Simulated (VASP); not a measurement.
# Ca2SiN2 (P6/mmm) in VASP: further runs

Runs on Ca2SiN2. Level: PBE. Tasks: single point, relaxation of cell and atoms.

All numbers are computed with VASP 6.6.1; they aren't measurements. Logs are shortened: lines on timing, memory, paths and dates and some standing lists are left out, and cuts for length are marked.

## (1) The cell of the first run

It takes space group P6/mmm (No. 191, hexagonal). The conventional cell has a = 4.504 Å, b = 4.504 Å, c = 5.013 Å, α = 90.00°, β = 90.00°, γ = 120.00°. Within 3.4 Å of Ca (site symmetry -6m2) lie 3 Ca at 2.60 Å and 3 Si at 2.60 Å and 6 N at 3.23 Å. Si (site symmetry 6/mmm) has 2 N at 1.92 Å within 2.5 Å. Within 1.6 Å of N (site symmetry 6mm) lie 1 N at 1.18 Å.

The cell was generated, and may not be a known phase.

## (2) Single point, PBE

INCAR reads:

```
PREC = Accurate
ENCUT = 600
EDIFF = 1E-6
ISMEAR = 0
SIGMA = 0.1
LREAL = False
LASPH = True
NELM = 120
ALGO = Normal
ISIF = 2
LWAVE = False
LCHARG = False
GGA = PE
NBANDS = 25
GGA_COMPAT = False
```

KPOINTS reads:

```
regular mesh
0
Gamma
  6 6 4
```

POSCAR reads:

```
Ca2SiN2
1.0
    4.5035534300      0.0000000000      0.0000000000
   -2.2517767200      3.9001916800      0.0000000000
    0.0000000000      0.0000000000      5.0127691100
Ca Si N
2 1 2
Direct
    0.3333333300      0.6666666700      0.5000000000
    0.6666666700      0.3333333300      0.5000000000
    0.0000000000      0.0000000000      0.5000000000
    0.0000000000      0.0000000000      0.1174480600
    0.0000000000      0.0000000000      0.8825519400
```

Potentials or basis: VASP PAW PBE potentials, release 64 (Ca_sv, Si, N).

Run with:

```console
cat potpaw_PBE.64/Ca_sv/POTCAR potpaw_PBE.64/Si/POTCAR potpaw_PBE.64/N/POTCAR > POTCAR
mpirun -np 1 vasp_std > vasp.out
```

OUTCAR:

```text
PREC = Accurate
   ENCUT = 600
   EDIFF = 1E-6
   ISMEAR = 0
   LREAL = False
   LASPH = True
   NELM = 120
   ISIF = 2
   GGA = PE

 ion  position               nearest neighbor table
   1  0.333  0.667  0.500-   2 2.60   2 2.60   3 2.60   3 2.60   3 2.60   2 2.60
   2  0.667  0.333  0.500-   1 2.60   1 2.60   3 2.60   3 2.60   3 2.60   1 2.60
   3  0.000  0.000  0.500-   4 1.92   5 1.92   1 2.60   2 2.60   2 2.60   1 2.60   2 2.60   1 2.60

   4  0.000  0.000  0.117-   5 1.18   3 1.92
   5  0.000  0.000  0.883-   4 1.18   3 1.92

  LATTYP: Found a hexagonal cell.
 ALAT       =     4.5035534300
 C/A-ratio  =     1.1130697543

  Lattice vectors:

 A1 = (   4.5035534300,   0.0000000000,   0.0000000000)
 A2 = (  -2.2517767200,   3.9001916800,   0.0000000000)
 A3 = (   0.0000000000,   0.0000000000,   5.0127691100)

Analysis of symmetry for initial positions (statically):
=====================================================================
 Subroutine PRICEL returns:
 Original cell was already a primitive cell.

 Routine SETGRP: Setting up the symmetry group for a
 hexagonal supercell.

 Subroutine GETGRP returns: Found 24 space group operations
 (whereof 24 operations were pure point group operations)
 out of a pool of 24 trial point group operations.

The static configuration has the point symmetry D_6h.

Analysis of symmetry for dynamics (positions and initial velocities):
=====================================================================
 Subroutine PRICEL returns:
 Original cell was already a primitive cell.

 Routine SETGRP: Setting up the symmetry group for a
 hexagonal supercell.

 Subroutine GETGRP returns: Found 24 space group operations
 (whereof 24 operations were pure point group operations)
 out of a pool of 24 trial point group operations.

The dynamic configuration has the point symmetry D_6h.

 Subroutine INISYM returns: Found 24 space group operations
 (whereof 24 operations are pure point group operations),
 and found     1 'primitive' translations

----------------------------------------------------------------------------------------

                                     Primitive cell

  volume of cell :      88.0479

  direct lattice vectors                    reciprocal lattice vectors
     4.503553430  0.000000000  0.000000000     0.222046883  0.128198828  0.000000000
    -2.251776720  3.900191680  0.000000000     0.000000000  0.256397655  0.000000000
     0.000000000  0.000000000  5.012769110     0.000000000  0.000000000  0.199490537

  length of vectors
     4.503553430  4.503553435  5.012769110     0.256397655  0.256397655  0.199490537

  position of ions in fractional coordinates (direct lattice)
     0.333333330  0.666666670  0.500000000
     0.666666670  0.333333330  0.500000000
     0.000000000  0.000000000  0.500000000
     0.000000000  0.000000000  0.117448060
     0.000000000  0.000000000  0.882551940

  ion indices of the primitive-cell ions
   primitive index   ion index
                 1           1
                 2           2
                 3           3
                 4           4
                 5           5

----------------------------------------------------------------------------------------

 KPOINTS: regular mesh

Automatic generation of k-mesh.
 Grid dimensions read from file:
 generate k-points for:    6    6    4

 Generating k-lattice:

  Cartesian coordinates                     Fractional coordinates (reciprocal lattice)
     0.037007814  0.021366471  0.000000000     0.166666667  0.000000000  0.000000000
     0.000000000  0.042732942  0.000000000     0.000000000  0.166666667  0.000000000
     0.000000000  0.000000000  0.049872634     0.000000000  0.000000000  0.250000000

  Length of vectors
     0.042732943  0.042732942  0.049872634

  Shift w.r.t. Gamma in fractional coordinates (k-lattice)
     0.000000000  0.000000000  0.000000000

 Subroutine IBZKPT returns following result:
 ===========================================

 Found     21 irreducible k-points:

 Following reciprocal coordinates:
            Coordinates               Weight
  0.000000  0.000000  0.000000      1.000000
  0.166667  0.000000  0.000000      6.000000
  0.333333 -0.000000  0.000000      6.000000
  0.500000 -0.000000  0.000000      3.000000
  0.166667  0.166667  0.000000      6.000000
  0.333333  0.166667  0.000000     12.000000
[... 13 lines left out ...]
  0.333333  0.166667  0.500000     12.000000
  0.333333  0.333333  0.500000      2.000000
   k-points           NKPTS =     21   k-points in BZ     NKDIM =     21   number of bands    NBANDS=     25
   number of dos      NEDOS =    301   number of ions     NIONS =      5
   total plane-waves  NPLWV =  51840
   dimension x,y,z NGX =    36 NGY =   36 NGZ =   40
   dimension x,y,z NGXF=    72 NGYF=   72 NGZF=   80
   ions per type =               2   1   2
   NGX,Y,Z   is equivalent  to a cutoff of  13.29, 13.29, 13.27 a.u.
   NGXF,Y,Z  is equivalent  to a cutoff of  26.58, 26.58, 26.53 a.u.
 SYSTEM =  unknown system
   PREC   = accura    normal or accurate (medium, high low for compatibility)
   ISTART =      0    job   : 0-new  1-cont  2-samecut
   ICHARG =      2    charge: 1-file 2-atom 10-const
   ISPIN  =      1    spin polarized calculation?
   LNONCOLLINEAR =      F non collinear calculations
   LSORBIT =      F    spin-orbit coupling
   LASPH  =      T    aspherical Exc in radial PAW
   ENCUT  =  600.0 eV  44.10 Ry    6.64 a.u.   8.99  8.99 10.01*2*pi/ulx,y,z
   NELM   =    120;   NELMIN=  2; NELMDL= -5     # of ELM steps
   EDIFF  = 0.1E-05   stopping-criterion for ELM
   LREAL  =      F    real-space projection
   EDIFFG = 0.1E-04   stopping-criterion for IOM
   NSW    =      0    number of steps for IOM
   IBRION =     -1    ionic relax: 0-MD 1-quasi-New 2-CG
   NFREE  =      0    steps in history (QN), initial steepest desc. (CG)
   ISIF   =      2    stress and relaxation
   ISYM   =      2    0-nonsym 1-usesym 2-fastsym
   POTIM  = 0.5000    time-step for ionic-motion
   TEBEG  =    0.0;   TEEND  =   0.0 temperature during run
   PSTRESS=    0.0 pullay stress
   NELECT =      34.0000    total number of electrons
   NUPDOWN=      -1.0000    fix difference up-down
   EMIN   =  10.00;   EMAX   =-10.00  energy-range for DOS
   EFERMI =   0.00;   METHOD = LEGACY
   ISMEAR =     0;   SIGMA  =   0.10  broadening in eV -4-tet -1-fermi 0-gaus
   EFERMI_NEDOS =   21; number of points for ismear=-14 and -15
   IALGO  =     38    algorithm
   IMIX   =      4    mixing-type and parameters
     AMIX     =   0.40;   BMIX     =  1.00
     AMIX_MAG =   1.60;   BMIX_MAG =  1.00
  volume/ion in A,a.u.               =      17.61       118.84
  Fermi-wavevector in a.u.,A,eV,Ry     =   1.192142  2.252823 19.336649  1.421204
  Thomas-Fermi vector in A             =   2.328188
   LORBIT       =      0    0 simple, 1 ext, 2 COOP (PROOUT), +10 PAW based schemes
   GGA     = PE    functional components
   LHFCALC =     F    Hartree Fock is set to
   AEXX    =    0.0000 exact exchange contribution
   IVDW    =     0    specifies the selected vdW correction
   LEPSILON=     F    determine dielectric tensor
   LRPA    =     F    only Hartree local field effects (RPA)
 non-spin polarized calculation
 Gauss-broadening in eV      SIGMA  =   0.10
  energy-cutoff  :      600.00
  volume of cell :       88.05
 maximum number of plane-waves:      2976
 NGX is ok and might be reduce to    36
   NGX = 17   NGY = 17   NGZ = 21

 number of electron      33.9999997 magnetization

 Free energy of the ion-electron system (eV)
  ---------------------------------------------------
  ext. energy  EPLUGINS =         0.00000000
  ---------------------------------------------------
  free energy    TOTEN  =       -20.43905717 eV

  energy without entropy =      -20.41527200  energy(sigma->0) =      -20.42716458

 E-fermi :   5.4739     XC(G=0):  -9.1870

 val. band max:        5.4533494488   @ k =   0.3333   0.1667   0.2500
 cond. band min:       5.4992463945   @ k =   0.1667   0.1667   0.0000
 fundamental gap:      0.0458969457
 Fermi energy:         5.4738887917

 k-point     1 :       0.0000    0.0000    0.0000
  band No.  band energies     occupation
      1     -36.3649      2.00000
      2     -35.6824      2.00000
      3     -18.0416      2.00000
      4     -18.0416      2.00000
      5     -17.6080      2.00000
      6     -17.4215      2.00000
[... 17 lines left out ...]
     24       9.1588      0.00000
     25       9.2341      0.00000

 k-point     2 :       0.1667    0.0000    0.0000
  band No.  band energies     occupation
      1     -36.3263      2.00000
      2     -35.7248      2.00000
      3     -18.0968      2.00000
      4     -17.9902      2.00000
      5     -17.6089      2.00000
      6     -17.3889      2.00000
[... 17 lines left out ...]
     24       8.5452      0.00000
     25       8.7911      0.00000

 k-point     3 :       0.3333   -0.0000    0.0000
  band No.  band energies     occupation
      1     -36.2259      2.00000
      2     -35.8327      2.00000
      3     -18.1950      2.00000
      4     -17.9216      2.00000
      5     -17.5567      2.00000
      6     -17.3049      2.00000
[... 17 lines left out ...]
     24       8.2149      0.00000
     25       8.9507      0.00000

 k-point     4 :       0.5000   -0.0000    0.0000
  band No.  band energies     occupation
      1     -36.1444      2.00000
      2     -35.9180      2.00000
      3     -18.2395      2.00000
      4     -17.9118      2.00000
      5     -17.4873      2.00000
      6     -17.2376      2.00000
[... 17 lines left out ...]
     24       8.3303      0.00000
     25       9.2258      0.00000
[... 393 lines left out ...]
 k-point    19 :       0.1667    0.1667    0.5000
  band No.  band energies     occupation
      1     -36.2554      2.00000
      2     -35.8011      2.00000
      3     -18.2033      2.00000
      4     -17.8537      2.00000
      5     -17.6363      2.00000
      6     -17.2792      2.00000
[... 17 lines left out ...]
     24       8.4328      0.00000
     25       9.5434      0.00000

 k-point    20 :       0.3333    0.1667    0.5000
  band No.  band energies     occupation
      1     -36.1445      2.00000
      2     -35.9178      2.00000
      3     -18.3099      2.00000
      4     -17.6664      2.00000
      5     -17.5907      2.00000
      6     -17.2346      2.00000
[... 17 lines left out ...]
     24       8.5536      0.00000
     25       9.3372      0.00000

 k-point    21 :       0.3333    0.3333    0.5000
  band No.  band energies     occupation
      1     -36.0320      2.00000
      2     -36.0320      2.00000
      3     -18.3837      2.00000
      4     -17.5787      2.00000
      5     -17.3092      2.00000
      6     -17.3092      2.00000
[... 17 lines left out ...]
     24       7.5297      0.00000
     25       9.3867      0.00000

------------------------ aborting loop because EDIFF is reached ----------------------------------------

  FORCE on cell =-STRESS in cart. coord.  units (eV):
  Direction    XX          YY          ZZ          XY          YZ          ZX
  --------------------------------------------------------------------------------------
  -------------------------------------------------------------------------------------
  Total       17.1846196     17.1846196      6.5845129     -0.0000000     -0.0000000      0.0000000
  in kB      312.7026293    312.7026296    119.8161227     -0.0000004     -0.0000000      0.0000000
  external PRESSURE =     248.4071272 kB  Pullay stress =       0.0000000 kB

 VOLUME and BASIS-vectors are now :
 -----------------------------------------------------------------------------
  energy-cutoff  :      600.00
  volume of cell :       88.05
      direct lattice vectors                 reciprocal lattice vectors
     4.503553430  0.000000000  0.000000000     0.222046883  0.128198828  0.000000000
    -2.251776720  3.900191680  0.000000000     0.000000000  0.256397655  0.000000000
     0.000000000  0.000000000  5.012769110     0.000000000  0.000000000  0.199490537

 POSITION                                       TOTAL-FORCE (eV/Angst)
 -----------------------------------------------------------------------------------
     -0.00000      2.60013      2.50638        -0.000000     -0.000000     -0.000000
      2.25178      1.30006      2.50638         0.000000     -0.000000     -0.000000
      0.00000      0.00000      2.50638        -0.000000     -0.000000     -0.000000
      0.00000      0.00000      0.58874        -0.000000      0.000000      4.592355
      0.00000      0.00000      4.42403        -0.000000     -0.000000     -4.592355
 -----------------------------------------------------------------------------------
    total drift:                               -0.000000      0.000000      0.000000

  FREE ENERGIE OF THE ION-ELECTRON SYSTEM (eV)
  ---------------------------------------------------
  free  energy   TOTEN  =       -20.4390571650 eV

  energy  without entropy=      -20.4152720022  energy(sigma->0) =      -20.42716458
```

Run time: 1.9 min. Hardware: 1 thread of Oxide Virtual Turin-like, shared host; peak memory 0.21 GiB.

Results:

| Quantity | Value |
| --- | --- |
| Free energy | -20.4391 eV |
| Pressure | 24.8 GPa |
| Largest force | 4.592 eV/Å |
| Band gap on the k mesh | zero (bands 17 and 18 overlap by 1.89 eV) |

Forces on the atoms (eV/Å):
```
Ca   0.000  0.000  0.000
Ca   0.000  0.000  0.000
Si   0.000  0.000  0.000
N    0.000  0.000  4.592
N    0.000  0.000 -4.592
```

Levels at points of the mesh, in eV from the Fermi level:
```tsv
k point	band 15	band 16	band 17	band 18	band 19	band 20
(0.00, 0.00, 0.00)	-1.92	-1.92	-0.93	-0.55	-0.55	1.30
(0.50, 0.00, 0.00)	-2.18	-1.41	-1.36	-1.05	0.22	1.10
(0.00, 0.00, 0.50)	-3.32	-3.32	0.49	0.96	0.96	1.65
(0.50, 0.00, 0.50)	-3.81	-2.82	0.37	0.67	0.86	1.14
```

Caveat: the standard files for N, O and F lose accuracy on very short bonds; the stress differs along the axes, from 12 to 31 GPa; forces of over 1 eV/Å act on the atoms, so gaps and moduli don't describe the material at rest.

## (3) Single point, PBE

This run uses another cell than the first one, of 26.94 Å³/atom.

INCAR reads:

```
SYSTEM = Ca2SiN2
  ALGO = Normal
  EDIFF = 1E-6
  ENCUT = 600
  GGA = PE
  GGA_COMPAT = .FALSE.
  ISIF = 2
  ISMEAR = 0
  LASPH = .TRUE.
  LCHARG = .FALSE.
  LREAL = .FALSE.
  LWAVE = .FALSE.
  NBANDS = 25
  NELM = 120
  PREC = Accurate
  SIGMA = 0.1
```

KPOINTS reads:

```
k-points
0
G
  6 6 4
  0 0 0
```

POSCAR reads:

```
Ca2SiN2
1.0
    5.5012294988      0.0000000035      0.0000000000
   -2.7506147524      4.7642044962      0.0000000000
    0.0000000000      0.0000000000      5.1401488342
Ca Si N
2 1 2
Direct
    0.3333333333      0.6666666667      0.5000000000
    0.6666666667      0.3333333333      0.5000000000
    0.0000000000      0.0000000000      0.5000000000
    0.0000000000      0.0000000000      0.1145804835
    0.0000000000      0.0000000000      0.8854195165
```

Potentials or basis: VASP PAW PBE potentials, release 64 (Ca_sv, Si, N).

Run with:

```console
cat potpaw_PBE.64/Ca_sv/POTCAR potpaw_PBE.64/Si/POTCAR potpaw_PBE.64/N/POTCAR > POTCAR
mpirun -np 1 vasp_std > vasp.out
```

It took 3 min on 1 thread of Oxide Virtual Turin-like, shared host; peak memory 0.3 GiB.

Results (log left out):

| Quantity | Value |
| --- | --- |
| Free energy | -23.6089 eV |
| Pressure | 0.4 GPa |
| Largest force | 0.521 eV/Å |
| Band gap on the k mesh | zero (bands 17 and 18 overlap by 0.91 eV) |

Forces in eV/Å, atoms in the order of the input:
```
Ca   0.000  0.000  0.000
Ca   0.000  0.000  0.000
Si   0.000  0.000  0.000
N    0.000  0.000  0.521
N    0.000  0.000 -0.521
```

Stress tensor (GPa, compression positive):
```
0.31 0.00 0.00
0.00 0.31 0.00
0.00 0.00 0.58
```

Levels at points of the mesh, in eV from the Fermi level:
```
           k point  band 13  band 14  band 15  band 16  band 17  band 18  band 19  band 20  band 21  band 22
(0.00, 0.00, 0.00)    -7.08    -3.41    -1.28    -1.28    -0.92     0.19     0.19     1.28     1.28     1.58
(0.50, 0.00, 0.00)    -7.09    -2.61    -2.38    -0.87    -0.47    -0.19    -0.09     0.69     1.18     1.35
(0.00, 0.00, 0.50)    -6.95    -4.71    -2.51    -2.51    -0.08     1.02     1.11     1.11     1.52     1.52
(0.50, 0.00, 0.50)    -6.98    -4.13    -3.30    -2.27     0.04     0.59     0.76     0.95     1.18     1.59
```

Caveat: the standard files for N, O and F lose accuracy on very short bonds.

[end of part 1 of 2]

The gap in the log of VASP goes by the Fermi energy; the results here count the filled bands.